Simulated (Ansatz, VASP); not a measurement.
One calculation of TiAl, two programs

INCAR

```
PREC = Accurate ; ENCUT = 520
EDIFF = 1E-6 ; ISMEAR = 0
SIGMA = 0.1 ; LREAL = F
LASPH = T ; NELM = 80
ALGO = Fast ; ISIF = 2
LWAVE = F ; LCHARG = F
GGA = PS ; NBANDS = 14
```

KPOINTS

```
Automatic mesh
0
Gamma
  12 12 12
```

File POSCAR:

```
TiAl
1.0
    3.0820071761      0.0034015985     -0.0149733914
    0.0034015985      3.0643633709      0.0055315714
   -0.0149733914      0.0055315714      3.0943737350
Ti Al
1 1
Direct
    0.0009499651      0.0195938176     -0.0245889985
    0.4990500349      0.4804061824      0.5245889985
```

Input for Ansatz:

```yaml
crystal:
  lattice:
    - [3.0820071761, 0.0034015985, -0.0149733914]
    - [0.0034015985, 3.0643633709, 0.0055315714]
    - [-0.0149733914, 0.0055315714, 3.094373735]
  atoms:
    - { symbol: Ti, position: [0.0009499651, 0.0195938176, -0.0245889985] }
    - { symbol: Al, position: [0.4990500349, 0.4804061824, 0.5245889985] }
basis:
  ecutwfc: 420
kpoints:
  mp_grid: { grid: [12, 12, 12] }
hamiltonian:
  xc: pbesol
scf:
  occupations: { method: gaussian, width: 0.1 }
output:
  forces: true
  stress: true
  eigenvalues: true
  populations: true
```

Change from the starting cell: all atoms moved at random, cell strained at random.

Alike in both runs: task single point; functional PBEsol; k mesh 12 × 12 × 12; occupations gaussian, width 0.1 eV; no spin polarisation.

|  | VASP | Ansatz |
| --- | --- | --- |
| version | VASP 6.6.1 | Ansatz 0.2.0 |
| potentials or method | VASP PAW PBE potentials, release 64 (Ti_sv, Al), cutoff 520 eV | scalar-relativistic, plane waves, PAW |
| valence electrons in the cell | 15 | 15 |

```tsv
	VASP	Ansatz	Ansatz less VASP
gap on the k mesh at the Fermi level (eV)	none	none	-
pressure (GPa)	11.9	11.9	-0.01
traceless stress, the component that is largest in VASP (GPa)	-2.33	-2.33	+0.004
rms of the force components (eV/Å)	0.964	0.963	-0.0013
```

VASP's potentials were made for PBE, not for PBEsol. Atom by atom the forces differ by 0.001 eV/Å (rms over components). A gap of «none» marks a metal or a gap that the smearing closes. With one functional, cell and mesh, what is left measures potentials, basis and numerics.
